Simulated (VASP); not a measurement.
Set up this calculation in VASP 6.6.1, as the native input.

| Quantity | Value |
| --- | --- |
| Task | single point |
| Functional | PBE |
| Potentials or basis | VASP PAW PBE potentials, release 64 (Co) |
| Cutoff | 520 eV |
| k mesh | 1 × 1 × 15 |
| Occupations | gaussian, width 0.05 eV |
| Spin | collinear spin, ferromagnetic start |
| Starting moments | [1.99, 1.99] μB |
| Dipole correction | no |
| Further INCAR settings | ALGO = Normal; EDIFF = 1e-07; NBANDS = 20 |

The structure of Co lies in POSCAR:

```
Co
1.0
    9.0000000000      0.0000000000      0.0000000000
    0.0000000000      9.3000000000      0.0000000000
    0.0000000000      0.0000000000      4.3797386264
Co
2
Direct
    0.5000000000      0.5000000000      0.0000000000
    0.5000000000      0.5000000000      0.4650000000
```

The input as run:

INCAR

```
PREC = Accurate ; ENCUT = 520
EDIFF = 1E-7 ; ISMEAR = 0
SIGMA = 0.05 ; LREAL = F
LASPH = T ; NELM = 150
ALGO = Normal ; ISIF = 2
LWAVE = F ; LCHARG = F
ISPIN = 2 ; MAGMOM = 1.99 1.99
LORBIT = 11 ; LMAXMIX = 4
GGA = PE ; NBANDS = 20
```

KPOINTS

```
regular mesh
0
Gamma
  1 1 15
```

Potentials or basis: VASP PAW PBE potentials, release 64 (Co).

Run with:

```bash
$ cat potpaw_PBE.64/Co/POTCAR > POTCAR
$ mpirun -np 1 vasp_std > vasp.out
```

Results of the run:

```json
{"Largest force": "0.297 eV/Å", "Net moment": "4.53 μB per cell", "Site moments": "Co +2.17 μB", "Valence electrons inside the program's atomic spheres": "Co 7.94"}
```

Wall time 2.7 min on 1 thread of Intel(R) Xeon(R) Platinum 8488C (Sapphire Rapids), with other jobs on the host, peak memory 0.55 GiB.
